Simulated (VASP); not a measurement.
Set up this calculation in VASP 6.6.1, as the native input.

| Quantity | Value |
| --- | --- |
| Task | single point |
| Functional | PBE |
| Potentials or basis | VASP PAW PBE potentials, release 64 (Ca_sv, O) |
| Cutoff | 600 eV |
| k mesh | 8 × 8 × 8 |
| Occupations | gaussian, width 0.05 eV |
| Spin | no spin polarisation |
| Dipole correction | no |
| Further INCAR settings | ALGO = Normal; EDIFF = 1e-06; NBANDS = 15 |

The structure of CaO lies in POSCAR:

```
CaO
1.0
    0.0000000000      2.4490000000      2.6449200000
    2.4490000000      0.0000000000      2.6449200000
    2.4490000000      2.4490000000      0.0000000000
Ca O
1 1
Direct
    0.0000000000      0.0000000000      0.0000000000
    0.5000000000      0.5000000000      0.5000000000
```

This cell differs from its parent crystal: strain +0.000 along x and y, +0.080 along z.

These files were run (other wordings do the same):

INCAR

```
PREC = Accurate ; ENCUT = 600
EDIFF = 1E-6 ; ISMEAR = 0
SIGMA = 0.05 ; LREAL = F
LASPH = T ; NELM = 120
ALGO = Normal ; ISIF = 2
LWAVE = F ; LCHARG = F
GGA = PE ; NBANDS = 15
GGA_COMPAT = F
```

KPOINTS

```
Automatic mesh
0
Gamma
  8 8 8
```

Potentials or basis: VASP PAW PBE potentials, release 64 (Ca_sv, O).

Run with:

```sh
$ cat potpaw_PBE.64/Ca_sv/POTCAR potpaw_PBE.64/O/POTCAR > POTCAR
$ mpirun -np 1 vasp_std > vasp.out
```

Results of the run:

The pressure is -8.5 GPa. The band gap on the k mesh is 3.57 eV.

Caveat: the cell differs from its parent crystal (strain +0.000 along x and y, +0.080 along z); the cell stands under tension.

Run time: 66 s on 1 thread of Intel Xeon 8259CL (shared host), peak memory 0.19 GiB.
